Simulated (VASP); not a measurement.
# C (P6_3/mmc) in VASP: settings compared

Aim: see how the results for C move with the level of theory and the settings. Levels: PBE, LDA, PBEsol. Tasks: single point, relaxation of cell and atoms.

The COD entry that gives the cell may itself be a prediction, so a difference from it is no test against experiment.

Everything below comes from runs of VASP 6.6.1. Logs are shortened: lines on timing, memory, paths and dates and some standing lists are left out, and cuts for length are marked.

## 1. The cell of the first run

Symmetry: P6_3/mmc, No. 194, hexagonal system. Conventional cell: a = 2.522 Å, b = 2.522 Å, c = 12.356 Å, α = 90.00°, β = 90.00°, γ = 120.00°. Within 2.1 Å of C (site symmetry 3m) lie 4 C at 1.54 Å. C (site symmetry 3m) has 4 C at 1.54 Å within 2.1 Å. C (site symmetry 3m) has 4 C at 1.54 Å within 2.1 Å.

## 2. Single point, PBE

File INCAR:

```
SYSTEM = C
PREC = Accurate ; ENCUT = 520
EDIFF = 1E-6 ; ISMEAR = 0
SIGMA = 0.013000000000000001 ; LREAL = .False.
LASPH = .True. ; NELM = 80
ALGO = Normal ; ISIF = 2
LWAVE = .False. ; LCHARG = .False.
GGA = PE ; NBANDS = 36
```

File KPOINTS:

```
Automatic mesh
0
Gamma
  12 12 3
  0 0 0
```

File POSCAR:

```
C
1.0
    2.5221000000      0.0000000000      0.0000000000
   -1.2610500000      2.1842026709      0.0000000000
    0.0000000000      0.0000000000     12.3557000000
C
12
Direct
    0.6666666667      0.3333333333      0.3541700000
    0.3333333333      0.6666666667      0.8541700000
    0.6666666667      0.3333333333      0.1458300000
    0.3333333333      0.6666666667      0.6458300000
    0.6666666667      0.3333333333      0.4791700000
    0.3333333333      0.6666666667      0.9791700000
    0.6666666667      0.3333333333      0.0208300000
    0.3333333333      0.6666666667      0.5208300000
    0.0000000000      0.0000000000      0.8125000000
    0.0000000000      0.0000000000      0.3125000000
    0.0000000000      0.0000000000      0.6875000000
    0.0000000000      0.0000000000      0.1875000000
```

Potentials or basis: VASP PAW PBE potentials, release 64 (C).

The run is started by

```sh
> cat potpaw_PBE.64/C/POTCAR > POTCAR
> mpirun -np 1 vasp_std > vasp.out
```

OUTCAR:

```text
SYSTEM = C
   PREC = Accurate
   ENCUT = 520
   EDIFF = 1E-6
   ISMEAR = 0
   LREAL = .False.
   LASPH = .True.
   NELM = 80
   ISIF = 2
   GGA = PE

 ion  position               nearest neighbor table
   1  0.667  0.333  0.354-   5 1.54  10 1.54  10 1.54  10 1.54
   2  0.333  0.667  0.854-   6 1.54   9 1.54   9 1.54   9 1.54
   3  0.667  0.333  0.146-   7 1.54  12 1.54  12 1.54  12 1.54
   4  0.333  0.667  0.646-   8 1.54  11 1.54  11 1.54  11 1.54
   5  0.667  0.333  0.479-   8 1.54   8 1.54   8 1.54   1 1.54
   6  0.333  0.667  0.979-   7 1.54   7 1.54   7 1.54   2 1.54
   7  0.667  0.333  0.021-   6 1.54   6 1.54   6 1.54   3 1.54
   8  0.333  0.667  0.521-   5 1.54   5 1.54   5 1.54   4 1.54
   9  0.000  0.000  0.812-  11 1.54   2 1.54   2 1.54   2 1.54
  10  0.000  0.000  0.312-  12 1.54   1 1.54   1 1.54   1 1.54
  11  0.000  0.000  0.688-   9 1.54   4 1.54   4 1.54   4 1.54
  12  0.000  0.000  0.188-  10 1.54   3 1.54   3 1.54   3 1.54

  LATTYP: Found a hexagonal cell.
 ALAT       =     2.5221000000
 C/A-ratio  =     4.8989730780

  Lattice vectors:

 A1 = (   2.5221000000,   0.0000000000,   0.0000000000)
 A2 = (  -1.2610500000,   2.1842026709,   0.0000000000)
 A3 = (   0.0000000000,   0.0000000000,  12.3557000000)

Analysis of symmetry for initial positions (statically):
=====================================================================
 Subroutine PRICEL returns:
 Original cell was already a primitive cell.

 Routine SETGRP: Setting up the symmetry group for a
 hexagonal supercell.

 Subroutine GETGRP returns: Found 24 space group operations
 (whereof 12 operations were pure point group operations)
 out of a pool of 24 trial point group operations.

The static configuration has the point symmetry D_3d.
 The point group associated with its full space group is D_6h.

Analysis of symmetry for dynamics (positions and initial velocities):
=====================================================================
 Subroutine PRICEL returns:
 Original cell was already a primitive cell.

 Routine SETGRP: Setting up the symmetry group for a
 hexagonal supercell.

 Subroutine GETGRP returns: Found 24 space group operations
 (whereof 12 operations were pure point group operations)
 out of a pool of 24 trial point group operations.

The dynamic configuration has the point symmetry D_3d.
 The point group associated with its full space group is D_6h.

 Subroutine INISYM returns: Found 24 space group operations
 (whereof 12 operations are pure point group operations),
 and found     1 'primitive' translations

----------------------------------------------------------------------------------------

                                     Primitive cell

  volume of cell :      68.0648

  direct lattice vectors                    reciprocal lattice vectors
     2.522100000  0.000000000  0.000000000     0.396494984  0.228916486  0.000000000
    -1.261050000  2.184202671  0.000000000     0.000000000  0.457832972  0.000000000
     0.000000000  0.000000000 12.355700000     0.000000000  0.000000000  0.080934306

  length of vectors
     2.522100000  2.522100000 12.355700000     0.457832972  0.457832972  0.080934306

  position of ions in fractional coordinates (direct lattice)
     0.666666667  0.333333333  0.354170000
     0.333333333  0.666666667  0.854170000
     0.666666667  0.333333333  0.145830000
     0.333333333  0.666666667  0.645830000
     0.666666667  0.333333333  0.479170000
     0.333333333  0.666666667  0.979170000
     0.666666667  0.333333333  0.020830000
     0.333333333  0.666666667  0.520830000
     0.000000000  0.000000000  0.812500000
     0.000000000  0.000000000  0.312500000
     0.000000000  0.000000000  0.687500000
     0.000000000  0.000000000  0.187500000

  ion indices of the primitive-cell ions
   primitive index   ion index
                 1           1
                 2           2
                 3           3
                 4           4
                 5           5
                 6           6
                 7           7
                 8           8
                 9           9
                10          10
                11          11
                12          12

----------------------------------------------------------------------------------------

 KPOINTS: Automatic mesh

Automatic generation of k-mesh.
 Grid dimensions read from file:
 generate k-points for:   12   12    3

 Generating k-lattice:

  Cartesian coordinates                     Fractional coordinates (reciprocal lattice)
     0.033041249  0.019076374  0.000000000     0.083333333  0.000000000  0.000000000
     0.000000000  0.038152748  0.000000000     0.000000000  0.083333333  0.000000000
     0.000000000  0.000000000  0.026978102     0.000000000  0.000000000  0.333333333

  Length of vectors
     0.038152748  0.038152748  0.026978102

  Shift w.r.t. Gamma in fractional coordinates (k-lattice)
     0.000000000  0.000000000  0.000000000

 Subroutine IBZKPT returns following result:
 ===========================================

 Found     38 irreducible k-points:

 Following reciprocal coordinates:
            Coordinates               Weight
  0.000000  0.000000  0.000000      1.000000
  0.083333  0.000000  0.000000      6.000000
  0.166667  0.000000  0.000000      6.000000
  0.250000  0.000000  0.000000      6.000000
  0.333333  0.000000  0.000000      6.000000
  0.416667  0.000000  0.000000      6.000000
[... 16 lines left out ...]
  0.250000  0.000000  0.333333     12.000000
  0.333333  0.000000  0.333333     12.000000
 [... further k-points ...]
   k-points           NKPTS =     38   k-points in BZ     NKDIM =     38   number of bands    NBANDS=     36
   number of dos      NEDOS =    301   number of ions     NIONS =     12
   total plane-waves  NPLWV =  38400
   dimension x,y,z NGX =    20 NGY =   20 NGZ =   96
   dimension x,y,z NGXF=    40 NGYF=   40 NGZF=  192
   ions per type =              12
   NGX,Y,Z   is equivalent  to a cutoff of  13.18, 13.18, 12.92 a.u.
   NGXF,Y,Z  is equivalent  to a cutoff of  26.37, 26.37, 25.83 a.u.
 SYSTEM =  C
   PREC   = accura    normal or accurate (medium, high low for compatibility)
   ISTART =      0    job   : 0-new  1-cont  2-samecut
   ICHARG =      2    charge: 1-file 2-atom 10-const
   ISPIN  =      1    spin polarized calculation?
   LNONCOLLINEAR =      F non collinear calculations
   LSORBIT =      F    spin-orbit coupling
   LASPH  =      T    aspherical Exc in radial PAW
   ENCUT  =  520.0 eV  38.22 Ry    6.18 a.u.   4.69  4.69 22.97*2*pi/ulx,y,z
   NELM   =     80;   NELMIN=  2; NELMDL= -5     # of ELM steps
   EDIFF  = 0.1E-05   stopping-criterion for ELM
   LREAL  =      F    real-space projection
   EDIFFG = 0.1E-04   stopping-criterion for IOM
   NSW    =      0    number of steps for IOM
   IBRION =     -1    ionic relax: 0-MD 1-quasi-New 2-CG
   NFREE  =      0    steps in history (QN), initial steepest desc. (CG)
   ISIF   =      2    stress and relaxation
   ISYM   =      2    0-nonsym 1-usesym 2-fastsym
   POTIM  = 0.5000    time-step for ionic-motion
   TEBEG  =    0.0;   TEEND  =   0.0 temperature during run
   PSTRESS=    0.0 pullay stress
   NELECT =      48.0000    total number of electrons
   NUPDOWN=      -1.0000    fix difference up-down
   EMIN   =  10.00;   EMAX   =-10.00  energy-range for DOS
   EFERMI =   0.00;   METHOD = LEGACY
   ISMEAR =     0;   SIGMA  =   0.01  broadening in eV -4-tet -1-fermi 0-gaus
   EFERMI_NEDOS =   21; number of points for ismear=-14 and -15
   IALGO  =     38    algorithm
   IMIX   =      4    mixing-type and parameters
     AMIX     =   0.40;   BMIX     =  1.00
     AMIX_MAG =   1.60;   BMIX_MAG =  1.00
  volume/ion in A,a.u.               =       5.67        38.28
  Fermi-wavevector in a.u.,A,eV,Ry     =   1.457184  2.753678 28.890408  2.123385
  Thomas-Fermi vector in A             =   2.574015
   LORBIT       =      0    0 simple, 1 ext, 2 COOP (PROOUT), +10 PAW based schemes
   GGA     = PE    functional components
   LHFCALC =     F    Hartree Fock is set to
   AEXX    =    0.0000 exact exchange contribution
   IVDW    =     0    specifies the selected vdW correction
   LEPSILON=     F    determine dielectric tensor
   LRPA    =     F    only Hartree local field effects (RPA)
 non-spin polarized calculation
 Gauss-broadening in eV      SIGMA  =   0.01
  energy-cutoff  :      520.00
  volume of cell :       68.06
 maximum number of plane-waves:      1852
 NGX is ok and might be reduce to    20
   NGX =  9   NGY =  9   NGZ = 45

 number of electron      47.9999995 magnetization

 Free energy of the ion-electron system (eV)
  ---------------------------------------------------
  ext. energy  EPLUGINS =         0.00000000
  ---------------------------------------------------
  free energy    TOTEN  =      -109.02212831 eV

  energy without entropy =     -109.02212831  energy(sigma->0) =     -109.02212831

 E-fermi :   9.8795     XC(G=0): -13.2490

 val. band max:        9.8227793177   @ k =   0.0000   0.0000   0.0000
 cond. band min:      14.2026913824   @ k =   0.3333   0.0000   0.0000
 fundamental gap:      4.3799120647
 Fermi energy:         9.8795170194

 k-point     1 :       0.0000    0.0000    0.0000
  band No.  band energies     occupation
      1     -11.7566      2.00000
      2     -11.0109      2.00000
      3     -10.9656      2.00000
      4      -8.7453      2.00000
      5      -8.7226      2.00000
      6      -5.9571      2.00000
[... 28 lines left out ...]
     35      17.7490      0.00000
     36      17.7528      0.00000

 k-point     2 :       0.0833    0.0000    0.0000
  band No.  band energies     occupation
      1     -11.5858      2.00000
      2     -10.8416      2.00000
      3     -10.7958      2.00000
      4      -8.5809      2.00000
      5      -8.5576      2.00000
      6      -5.8053      2.00000
[... 28 lines left out ...]
     35      18.2426      0.00000
     36      18.3296      0.00000
[... 817 lines left out ...]
     35      19.6104      0.00000
     36      19.9186      0.00000

 k-point    24 :       0.3333    0.0000    0.3333
  band No.  band energies     occupation
      1      -8.9877      2.00000
      2      -8.7398      2.00000
      3      -7.7561      2.00000
      4      -7.0349      2.00000
      5      -5.2038      2.00000
      6      -4.2052      2.00000
[... 28 lines left out ...]
     35      18.8845      0.00000
     36      19.6500      0.00000

 [... further k-points ...]
[... 5 lines left out ...]
  --------------------------------------------------------------------------------------
  -------------------------------------------------------------------------------------
  Total        0.0088922      0.0088922      3.4833402      0.0000000      0.0000000      0.0000000
  in kB        0.2093128      0.2093128     81.9943416      0.0000000      0.0000000      0.0000000
  external PRESSURE =      27.4709891 kB  Pullay stress =       0.0000000 kB

 VOLUME and BASIS-vectors are now :
 -----------------------------------------------------------------------------
  energy-cutoff  :      520.00
  volume of cell :       68.06
      direct lattice vectors                 reciprocal lattice vectors
     2.522100000  0.000000000  0.000000000     0.396494984  0.228916486  0.000000000
    -1.261050000  2.184202671  0.000000000     0.000000000  0.457832972  0.000000000
     0.000000000  0.000000000 12.355700000     0.000000000  0.000000000  0.080934306

 POSITION                                       TOTAL-FORCE (eV/Angst)
 -----------------------------------------------------------------------------------
      1.26105      0.72807      4.37602         0.000000     -0.000000      0.309724
     -0.00000      1.45614     10.55387        -0.000000     -0.000000      0.309724
      1.26105      0.72807      1.80183         0.000000      0.000000     -0.309724
     -0.00000      1.45614      7.97968         0.000000      0.000000     -0.309724
      1.26105      0.72807      5.92048         0.000000     -0.000000     -0.026827
     -0.00000      1.45614     12.09833        -0.000000      0.000000     -0.026827
      1.26105      0.72807      0.25737         0.000000      0.000000      0.026827
     -0.00000      1.45614      6.43522        -0.000000      0.000000      0.026827
      0.00000      0.00000     10.03901        -0.000000      0.000000      0.332003
      0.00000      0.00000      3.86116        -0.000000     -0.000000      0.332003
      0.00000      0.00000      8.49454        -0.000000      0.000000     -0.332003
      0.00000      0.00000      2.31669        -0.000000     -0.000000     -0.332003
 -----------------------------------------------------------------------------------
    total drift:                               -0.000000      0.000000      0.000000

  FREE ENERGIE OF THE ION-ELECTRON SYSTEM (eV)
  ---------------------------------------------------
  free  energy   TOTEN  =      -109.0221283063 eV

  energy  without entropy=     -109.0221283063  energy(sigma->0) =     -109.02212831
```

Run time: 2 min. Hardware: 1 thread of AMD EPYC 7R43 (Zen 3), shared host; peak memory 0.16 GiB.

Results:

| Property | Result |
| --- | --- |
| Free energy | -109.0221 eV |
| Pressure | 2.7 GPa |
| Largest force | 0.332 eV/Å |
| Band gap on the k mesh | 4.38 eV, indirect (least direct gap 5.30 eV) |

Forces in eV/Å, atoms in the order of the input:
```
C    0.000  0.000  0.310
C    0.000  0.000  0.310
C    0.000  0.000 -0.310
C    0.000  0.000 -0.310
C    0.000  0.000 -0.027
C    0.000  0.000 -0.027
C    0.000  0.000  0.027
C    0.000  0.000  0.027
C    0.000  0.000  0.332
C    0.000  0.000  0.332
C    0.000  0.000 -0.332
C    0.000  0.000 -0.332
```

Levels at points of the mesh, in eV from the valence-band top:
```csv
k point,band 20,band 21,band 22,band 23,band 24,band 25,band 26,band 27,band 28,band 29
"(0.00, 0.00, 0.00)",-0.99,-0.98,-0.15,0.00,0.00,5.30,5.30,5.66,6.37,6.37
"(0.50, 0.00, 0.00)",-4.31,-4.06,-4.06,-3.63,-2.89,4.52,5.10,5.26,5.62,6.84
```

A k mesh can miss the band edges.

(Continued in part 2 of 2.)
